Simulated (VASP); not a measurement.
Here is a VASP 6.6.1 calculation.

The input INCAR:

```
ALGO = Normal ; EDIFF = 1E-6
ENCUT = 520 ; GGA = PE
ISIF = 2 ; ISMEAR = 0
LASPH = T ; LCHARG = T
LELF = T ; LREAL = F
LVHAR = T ; LWAVE = F
NBANDS = 24 ; NELM = 80
PREC = Accurate ; SIGMA = 0.1
```

File KPOINTS:

```
k-points
0
Gamma
  12 12 8
```

Contents of POSCAR:

```
P5C
1.0
    5.4590034492      0.0000000000      0.0000000000
   -2.7295017246      4.7276356664      0.0000000000
    0.0000000000      0.0000000000      3.0265446450
P C
5 1
Direct
    0.0000000000      0.7074859694      0.0000000000
    0.7074859694      0.0000000000      0.0000000000
    0.2925140306      0.2925140306      0.0000000000
    0.6666666667      0.3333333333      0.5000000000
    0.3333333333      0.6666666667      0.5000000000
    0.0000000000      0.0000000000      0.5000000000
```

Potentials or basis: VASP PAW PBE potentials, release 64 (P, C).

Run with:

```console
$ cat potpaw_PBE.64/P/POTCAR potpaw_PBE.64/C/POTCAR > POTCAR
$ mpirun -np 1 vasp_std > vasp.out
```

(1) What does it give for the largest force?

(2) Estimate the pressure.

## Answers

(1) 0.006 eV/Å.

(2) -0.2 GPa.

Caveat: an odd number of electrons without spin polarisation forces a metal; a magnetic or distorted state may lie lower.
